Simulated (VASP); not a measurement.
## Al2Cu: single point with r2SCAN

Crystal: Al2Cu.

```
CELL_PARAMETERS angstrom
4.15920 0.00000 0.00000
0.00000 4.15920 0.00000
0.00000 0.00000 2.92936
ATOMIC_POSITIONS crystal
Cu 0.00000 0.00000 0.00000
Al 0.00000 0.50000 0.50000
Al 0.50000 0.00000 0.50000
```

* Program: VASP 6.6.1
* Task: single point
* Functional: r2SCAN
* Potentials or basis: VASP PAW PBE potentials, release 64 (Cu, Al)
* Cutoff: 520 eV
* k mesh: 7 × 7 × 9
* Occupations: fermi-dirac, width 0.05 eV
* Spin: no spin polarisation

```json
{"Pressure": "-5.5 GPa", "Band gap on the k mesh": "zero (an odd number of electrons rules out a gap without spin polarisation)"}
```

Stress tensor (GPa, compression positive):
```
-5.11  0.00  0.00
 0.00 -5.11  0.00
 0.00  0.00 -6.41
```

Levels at points of the mesh, in eV from the Fermi level:
```csv
k point,band 5,band 6,band 7,band 8,band 9,band 10,band 11,band 12
"(0.00, 0.00, 0.00)",-4.06,-4.06,-2.49,-2.49,-0.10,1.05,6.16,6.43
```

Wall time 2.2 min on 1 thread of Intel Xeon 8259CL, with other jobs on the host, peak memory 0.19 GiB.

Caveat: the cell stands under tension; the PAW data sets were made with another functional, which shifts forces and pressure a little.
